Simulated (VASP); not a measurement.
A run of VASP 6.6.1 is set up as follows.

INCAR

```
SYSTEM = GaN
ALGO = Normal
EDIFF = 1E-7
EDIFFG = -0.002
ENCUT = 600
GGA = PE
GGA_COMPAT = .FALSE.
IBRION = 2
ISIF = 3
ISMEAR = 0
LASPH = .TRUE.
LCHARG = .FALSE.
LREAL = .FALSE.
LWAVE = .FALSE.
NELM = 120
NELMIN = 4
NSW = 100
PREC = Accurate
SIGMA = 0.02
```

Contents of KPOINTS:

```
k-points
0
G
  14 14 14
  0 0 0
```

File POSCAR:

```
GaN
1.0
    0.0000000000      2.1352350000      2.1352350000
    2.1352350000      0.0000000000      2.1352350000
    2.1352350000      2.1352350000      0.0000000000
Ga N
1 1
Direct
    0.0000000000      0.0000000000      0.0000000000
    0.5000000000      0.5000000000      0.5000000000
```

Potentials or basis: VASP PAW PBE potentials, release 64 (Ga_d, N).

The run is started by

```sh
$ cat potpaw_PBE.64/Ga_d/POTCAR potpaw_PBE.64/N/POTCAR > POTCAR
$ mpirun -np 1 vasp_std > vasp.out
```

Problem. Predict the relaxed cell.

Solution. a = 3.021 Å, b = 3.021 Å, c = 3.021 Å, α = 60.00°, β = 60.00°, γ = 60.00°.

Problem. Estimate the space group after relaxing (to 0.05 Å).

Solution. Fm-3m (No. 225).

Final structure:
```
Ga N
1.0
     0.00000    2.13609    2.13609
     2.13609    0.00000    2.13609
     2.13609    2.13609    0.00000
Ga N
1 1
Direct
  0.00000 0.00000 0.00000
  0.50000 0.50000 0.50000
```
